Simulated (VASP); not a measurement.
# KI (P6_3/mmc) in VASP: a series of runs, part 2 of 2

VASP 6.6.1.

### 5 Single point, r2SCAN (52.25 Å³/atom)

This run uses another cell than the first one, of 52.25 Å³/atom.

POSCAR reads:

```
KI
1.0
    5.9161620490      0.0000000000      0.0000000000
   -2.9580810245      5.1235466273      0.0000000000
    0.0000000000      0.0000000000      6.8954285079
K I
2 2
Direct
    0.3333333333      0.6666666667     -0.0625000000
    0.6666666667      0.3333333333      0.4375000000
    0.3333333333      0.6666666667      0.4375000000
    0.6666666667      0.3333333333      0.9375000000
```

INCAR.step1 reads:

```
PREC = Accurate ; ENCUT = 520
ISMEAR = 0 ; SIGMA = 0.01
LREAL = False ; LASPH = True
NELM = 100 ; NBANDS = 24
GGA = PE ; ALGO = Normal
EDIFF = 1E-4 ; LWAVE = True
LCHARG = False
```

INCAR.step2 reads:

```
PREC = Accurate ; ENCUT = 520
EDIFF = 1E-7 ; ISMEAR = 0
SIGMA = 0.01 ; LREAL = False
LASPH = True ; NELM = 100
ALGO = Normal ; ISIF = 2
LWAVE = False ; LCHARG = False
METAGGA = R2SCAN ; LMIXTAU = True
NBANDS = 24 ; ISTART = 1
```

KPOINTS reads:

```
regular mesh
0
Gamma
  6 6 4
```

Potentials or basis: VASP PAW PBE potentials, release 64 (K_sv, I).

Launch:

```
> cat potpaw_PBE.64/K_sv/POTCAR potpaw_PBE.64/I/POTCAR > POTCAR
> cp INCAR.step1 INCAR
> mpirun -np 1 vasp_std > vasp.out
> cp INCAR.step2 INCAR
> mpirun -np 1 vasp_std > vasp.out
```

OUTCAR:

```text
PREC = Accurate
   ENCUT = 520
   EDIFF = 1E-7
   ISMEAR = 0
   LREAL = False
   LASPH = True
   NELM = 100
   ISIF = 2
   METAGGA = R2SCAN
   ISTART = 1

 ion  position               nearest neighbor table
   1  0.333  0.667  0.938-   4 3.42   4 3.42   4 3.42   3 3.45   3 3.45
   2  0.667  0.333  0.438-   3 3.42   3 3.42   3 3.42   4 3.45   4 3.45
   3  0.333  0.667  0.438-   2 3.42   2 3.42   2 3.42   1 3.45   1 3.45
   4  0.667  0.333  0.938-   1 3.42   1 3.42   1 3.42   2 3.45   2 3.45

  LATTYP: Found a hexagonal cell.
 ALAT       =     5.9161620490
 C/A-ratio  =     1.1655239412

  Lattice vectors:

 A1 = (   5.9161620490,   0.0000000000,   0.0000000000)
 A2 = (  -2.9580810245,   5.1235466273,   0.0000000000)
 A3 = (   0.0000000000,   0.0000000000,   6.8954285079)

Analysis of symmetry for initial positions (statically):
=====================================================================
 Subroutine PRICEL returns:
 Original cell was already a primitive cell.

 Routine SETGRP: Setting up the symmetry group for a
 hexagonal supercell.

 Subroutine GETGRP returns: Found 24 space group operations
 (whereof  6 operations were pure point group operations)
 out of a pool of 24 trial point group operations.

The static configuration has the point symmetry C_3v.
 The point group associated with its full space group is D_6h.

Analysis of symmetry for dynamics (positions and initial velocities):
=====================================================================
 Subroutine PRICEL returns:
 Original cell was already a primitive cell.

 Routine SETGRP: Setting up the symmetry group for a
 hexagonal supercell.

 Subroutine GETGRP returns: Found 24 space group operations
 (whereof  6 operations were pure point group operations)
 out of a pool of 24 trial point group operations.

The dynamic configuration has the point symmetry C_3v.
 The point group associated with its full space group is D_6h.

 Subroutine INISYM returns: Found 24 space group operations
 (whereof  6 operations are pure point group operations),
 and found     1 'primitive' translations

----------------------------------------------------------------------------------------

                                     Primitive cell

  volume of cell :     209.0124

  direct lattice vectors                    reciprocal lattice vectors
     5.916162049  0.000000000  0.000000000     0.169028501  0.097588650  0.000000000
    -2.958081025  5.123546627  0.000000000     0.000000000  0.195177301  0.000000000
     0.000000000  0.000000000  6.895428508     0.000000000  0.000000000  0.145023619

  length of vectors
     5.916162049  5.916162049  6.895428508     0.195177301  0.195177301  0.145023619

  position of ions in fractional coordinates (direct lattice)
     0.333333333  0.666666667  0.937500000
     0.666666667  0.333333333  0.437500000
     0.333333333  0.666666667  0.437500000
     0.666666667  0.333333333  0.937500000

  ion indices of the primitive-cell ions
   primitive index   ion index
                 1           1
                 2           2
                 3           3
                 4           4

----------------------------------------------------------------------------------------

 KPOINTS: regular mesh

Automatic generation of k-mesh.
 Grid dimensions read from file:
 generate k-points for:    6    6    4

 Generating k-lattice:

  Cartesian coordinates                     Fractional coordinates (reciprocal lattice)
     0.028171417  0.016264775  0.000000000     0.166666667  0.000000000  0.000000000
     0.000000000  0.032529550  0.000000000     0.000000000  0.166666667  0.000000000
     0.000000000  0.000000000  0.036255905     0.000000000  0.000000000  0.250000000

  Length of vectors
     0.032529550  0.032529550  0.036255905

  Shift w.r.t. Gamma in fractional coordinates (k-lattice)
     0.000000000  0.000000000  0.000000000

 Subroutine IBZKPT returns following result:
 ===========================================

 Found     21 irreducible k-points:

 Following reciprocal coordinates:
            Coordinates               Weight
  0.000000  0.000000  0.000000      1.000000
  0.166667  0.000000  0.000000      6.000000
  0.333333  0.000000  0.000000      6.000000
  0.500000  0.000000  0.000000      3.000000
  0.166667  0.166667  0.000000      6.000000
  0.333333  0.166667  0.000000     12.000000
[... 13 lines left out ...]
  0.333333  0.166667  0.500000     12.000000
  0.333333  0.333333  0.500000      2.000000
   k-points           NKPTS =     21   k-points in BZ     NKDIM =     21   number of bands    NBANDS=     24
   number of dos      NEDOS =    301   number of ions     NIONS =      4
   total plane-waves  NPLWV = 124416
   dimension x,y,z NGX =    48 NGY =   48 NGZ =   54
   dimension x,y,z NGXF=    96 NGYF=   96 NGZF=  108
   ions per type =               2   2
   NGX,Y,Z   is equivalent  to a cutoff of  13.49, 13.49, 13.02 a.u.
   NGXF,Y,Z  is equivalent  to a cutoff of  26.98, 26.98, 26.04 a.u.
 SYSTEM =  unknown system
   PREC   = accura    normal or accurate (medium, high low for compatibility)
   ISTART =      1    job   : 0-new  1-cont  2-samecut
   ICHARG =      0    charge: 1-file 2-atom 10-const
   ISPIN  =      1    spin polarized calculation?
   LNONCOLLINEAR =      F non collinear calculations
   LSORBIT =      F    spin-orbit coupling
   LASPH  =      T    aspherical Exc in radial PAW
   ENCUT  =  520.0 eV  38.22 Ry    6.18 a.u.  11.00 11.00 12.82*2*pi/ulx,y,z
   NELM   =    100;   NELMIN=  2; NELMDL=  0     # of ELM steps
   EDIFF  = 0.1E-06   stopping-criterion for ELM
   LREAL  =      F    real-space projection
   EDIFFG = 0.1E-05   stopping-criterion for IOM
   NSW    =      0    number of steps for IOM
   IBRION =     -1    ionic relax: 0-MD 1-quasi-New 2-CG
   NFREE  =      0    steps in history (QN), initial steepest desc. (CG)
   ISIF   =      2    stress and relaxation
   ISYM   =      2    0-nonsym 1-usesym 2-fastsym
   POTIM  = 0.5000    time-step for ionic-motion
   TEBEG  =    0.0;   TEEND  =   0.0 temperature during run
   PSTRESS=    0.0 pullay stress
   NELECT =      32.0000    total number of electrons
   NUPDOWN=      -1.0000    fix difference up-down
   EMIN   =  10.00;   EMAX   =-10.00  energy-range for DOS
   EFERMI =   0.00;   METHOD = LEGACY
   ISMEAR =     0;   SIGMA  =   0.01  broadening in eV -4-tet -1-fermi 0-gaus
   EFERMI_NEDOS =   21; number of points for ismear=-14 and -15
   IALGO  =     38    algorithm
   IMIX   =      4    mixing-type and parameters
     AMIX     =   0.40;   BMIX     =  1.00
     AMIX_MAG =   1.60;   BMIX_MAG =  1.00
  volume/ion in A,a.u.               =      52.25       352.62
  Fermi-wavevector in a.u.,A,eV,Ry     =   0.875792  1.655006 10.435819  0.767011
  Thomas-Fermi vector in A             =   1.995512
   LORBIT       =      0    0 simple, 1 ext, 2 COOP (PROOUT), +10 PAW based schemes
   METAGGA = R2SCAN    functional components
   LHFCALC =     F    Hartree Fock is set to
   AEXX    =    0.0000 exact exchange contribution
   IVDW    =     0    specifies the selected vdW correction
   LEPSILON=     F    determine dielectric tensor
   LRPA    =     F    only Hartree local field effects (RPA)
 non-spin polarized calculation
 Gauss-broadening in eV      SIGMA  =   0.01
  energy-cutoff  :      520.00
  volume of cell :      209.01
 maximum number of plane-waves:      5660
 NGX is ok and might be reduce to    48
   NGX = 21   NGY = 21   NGZ = 25

 number of electron      31.9999997 magnetization

 Free energy of the ion-electron system (eV)
  ---------------------------------------------------
  ext. energy  EPLUGINS =         0.00000000
  ---------------------------------------------------
  free energy    TOTEN  =       -67.67466296 eV

  energy without entropy =      -67.67466296  energy(sigma->0) =      -67.67466296

 E-fermi :  -1.4299     XC(G=0):  -6.6372

 val. band max:       -1.5329109387   @ k =   0.0000   0.0000   0.0000
 cond. band min:       2.8733826706   @ k =   0.0000   0.0000   0.0000
 fundamental gap:      4.4062936093
 Fermi energy:        -1.4298827046

 k-point     1 :       0.0000    0.0000    0.0000
  band No.  band energies     occupation
      1     -31.2348      2.00000
      2     -31.2316      2.00000
      3     -13.9942      2.00000
      4     -13.9867      2.00000
      5     -13.9867      2.00000
      6     -13.9675      2.00000
[... 556 lines left out ...]
     23       7.1133      0.00000
     24       7.1133      0.00000

------------------------ aborting loop because EDIFF is reached ----------------------------------------

  FORCE on cell =-STRESS in cart. coord.  units (eV):
  Direction    XX          YY          ZZ          XY          YZ          ZX
  --------------------------------------------------------------------------------------
  -------------------------------------------------------------------------------------
  Total        0.8186141      0.8186141      1.0251424      0.0000000     -0.0000000      0.0000000
  in kB        6.2750589      6.2750589      7.8581945      0.0000000     -0.0000000      0.0000000
  external PRESSURE =       6.8027708 kB  Pullay stress =       0.0000000 kB

 VOLUME and BASIS-vectors are now :
 -----------------------------------------------------------------------------
  energy-cutoff  :      520.00
  volume of cell :      209.01
      direct lattice vectors                 reciprocal lattice vectors
     5.916162049  0.000000000  0.000000000     0.169028501  0.097588650  0.000000000
    -2.958081025  5.123546627  0.000000000     0.000000000  0.195177301  0.000000000
     0.000000000  0.000000000  6.895428508     0.000000000  0.000000000  0.145023619

 POSITION                                       TOTAL-FORCE (eV/Angst)
 -----------------------------------------------------------------------------------
     -0.00000      3.41570      6.46446        -0.000000      0.000000     -0.000000
      2.95808      1.70785      3.01675         0.000000     -0.000000     -0.000000
     -0.00000      3.41570      3.01675         0.000000      0.000000      0.000000
      2.95808      1.70785      6.46446        -0.000000     -0.000000      0.000000
 -----------------------------------------------------------------------------------
    total drift:                               -0.000000      0.000000      0.000020

  FREE ENERGIE OF THE ION-ELECTRON SYSTEM (eV)
  ---------------------------------------------------
  free  energy   TOTEN  =       -67.6746629576 eV

  energy  without entropy=      -67.6746629576  energy(sigma->0) =      -67.67466296
```

Wall time 17 min (1 thread of Oxide Virtual Turin-like, shared host); peak memory 0.39 GiB.

What came out:

| Quantity | Value |
| --- | --- |
| Free energy | -67.6747 eV |
| Pressure | 0.7 GPa |
| Band gap on the k mesh | 4.41 eV |

Caveat: the structure was generated, so it needn't be the stable form of KI; the PAW data sets were made with another functional, which shifts forces and pressure a little; spin-orbit coupling is left out, which moves the levels of the heavy elements. A k mesh can miss the band edges.

### 6 Single point, r2SCAN (53.92 Å³/atom)

This run uses another cell than the first one, of 53.92 Å³/atom.

POSCAR reads:

```
KI
1.0
    5.9784420157      0.0000000000      0.0000000000
   -2.9892210079      5.1774826607      0.0000000000
    0.0000000000      0.0000000000      6.9680173002
K I
2 2
Direct
    0.3333333333      0.6666666667     -0.0625000000
    0.6666666667      0.3333333333      0.4375000000
    0.3333333333      0.6666666667      0.4375000000
    0.6666666667      0.3333333333      0.9375000000
```

INCAR.step1 reads:

```
SYSTEM = KI
ALGO = Normal
EDIFF = 1E-4
ENCUT = 520
GGA = PE
ISMEAR = 0
LASPH = .True.
LCHARG = .False.
LREAL = .False.
LWAVE = .True.
NBANDS = 24
NELM = 100
PREC = Accurate
SIGMA = 0.01
```

INCAR.step2 reads:

```
SYSTEM = KI
ALGO = Normal
EDIFF = 1E-6
ENCUT = 520
ISIF = 2
ISMEAR = 0
ISTART = 1
LASPH = .True.
LCHARG = .False.
LMIXTAU = .True.
LREAL = .False.
LWAVE = .False.
METAGGA = R2SCAN
NBANDS = 24
NELM = 100
PREC = Accurate
SIGMA = 0.01
```

KPOINTS reads:

```
k-points
0
Gamma
  6 6 4
  0 0 0
```

Potentials or basis: VASP PAW PBE potentials, release 64 (K_sv, I).

Launch:

```
> cat potpaw_PBE.64/K_sv/POTCAR potpaw_PBE.64/I/POTCAR > POTCAR
> cp INCAR.step1 INCAR
> mpirun -np 1 vasp_std > vasp.out
> cp INCAR.step2 INCAR
> mpirun -np 1 vasp_std > vasp.out
```

Wall time 15 min (1 thread of Oxide Virtual Turin-like, shared host); peak memory 0.39 GiB.

Results (log left out):

```yaml
Free_energy: -67.6960 eV
Pressure: 0.3 GPa
Band_gap_on_the_k_mesh: 4.38 eV
```

Levels at points of the mesh, in eV from the valence-band top:
| k point | band 14 | band 15 | band 16 | band 17 | band 18 | band 19 |
| --- | --- | --- | --- | --- | --- | --- |
| (0.00, 0.00, 0.00) | -0.32 | -0.32 | 0.00 | 4.38 | 6.54 | 6.91 |
| (0.50, 0.00, 0.00) | -0.53 | -0.33 | -0.18 | 5.76 | 6.29 | 6.36 |
| (0.00, 0.00, 0.50) | -0.47 | -0.47 | -0.47 | 5.53 | 5.53 | 7.56 |
| (0.50, 0.00, 0.50) | -0.44 | -0.29 | -0.29 | 5.92 | 5.92 | 7.77 |

Caveat: the structure was generated, so it needn't be the stable form of KI; the PAW data sets were made with another functional, which shifts forces and pressure a little; spin-orbit coupling is left out, which moves the levels of the heavy elements.

### 7 The runs side by side

```tsv
level	cell	gap on the mesh (eV)	pressure (GPa)
PBE	a = 6.091, b = 6.091, c = 7.118 Å, angles 90.0, 90.0, 120.0°, 4 atoms	3.75	0.0
PBE	a = 6.151, b = 6.151, c = 7.188 Å, angles 90.0, 90.0, 120.0°, 4 atoms	3.71	-0.2
PBE	a = 6.211, b = 6.211, c = 7.257 Å, angles 90.0, 90.0, 120.0°, 4 atoms	3.68	-0.4
r2SCAN	a = 5.916, b = 5.916, c = 6.895 Å, angles 90.0, 90.0, 120.0°, 4 atoms	4.41	0.7
r2SCAN	a = 5.978, b = 5.978, c = 6.968 Å, angles 90.0, 90.0, 120.0°, 4 atoms	4.38	0.3
```

Alike in all rows: task single point; potentials or basis VASP PAW PBE potentials, release 64 (K_sv, I); no spin polarisation; k mesh 6 × 6 × 4; cutoff (eV) 520; smearing gaussian 0.01 eV.

Caveats: the structure was generated, so it needn't be the stable form of KI; spin-orbit coupling is left out, which moves the levels of the heavy elements; the PAW data sets were made with another functional, which shifts forces and pressure a little (at least some runs).

Total energies depend on the potentials used, so only differences within one code and one set of settings carry meaning.
